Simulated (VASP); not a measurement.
Runs of VASP 6.6.1 on Sb. The structure is that of space group R-3m (No. 166), or close to it. The cells are those of the table. 

| level | potentials or basis | cell | k mesh | smearing | gap on the mesh (eV) | pressure (GPa) | largest force (eV/Å) |
| --- | --- | --- | --- | --- | --- | --- | --- |
| RPBE+D4 | VASP PAW PBE potentials, release 64 (Sb) | a = 4.595 Å, angles 57.1°, 2 atoms | 8 × 8 × 8 | fermi-dirac 0.05 eV | none | (b) | 0.04 |
| PBE | VASP PAW PBE potentials, release 64 (Sb) | a = 4.092 Å, angles 57.0°, 2 atoms | 8 × 8 × 8 | fermi-dirac 0.05 eV | none | 30.4 | - |
| PBE | VASP PAW PBE potentials, release 64 (Sb) | a = 4.507 Å, angles 57.1°, 2 atoms | 8 × 8 × 8 | gaussian 0.029 eV | none | 2.8 | 0.19 |
| PBE | VASP PAW PBE potentials, release 64 (Sb) | a = 4.382 Å, angles 58.9°, 2 atoms | 6 × 6 × 6 | fermi-dirac 0.05 eV | none | 5.2 | (a) |
| LDA | VASP PAW LDA potentials, release 64 (Sb) | a = 4.476 Å, angles 57.1°, 2 atoms | 8 × 8 × 8 | fermi-dirac 0.05 eV | none | 0.3 | 0.19 |

Alike in all rows: task single point; no spin polarisation; cutoff (eV) 520.

Question: Estimate the missing entries.

Answer: (a) 0.37; (b) -4.1.

Caveats: spin-orbit coupling is left out, which moves the levels of the heavy elements; the PAW data sets were made with another functional, which shifts forces and pressure a little (some runs); pairwise dispersion overbinds metals, which lowers pressure and volume (some runs).

A k mesh can miss the band edges, and the runs leave out spin-orbit coupling on Sb.

A gap of «none» marks levels without a gap at the run's occupations.
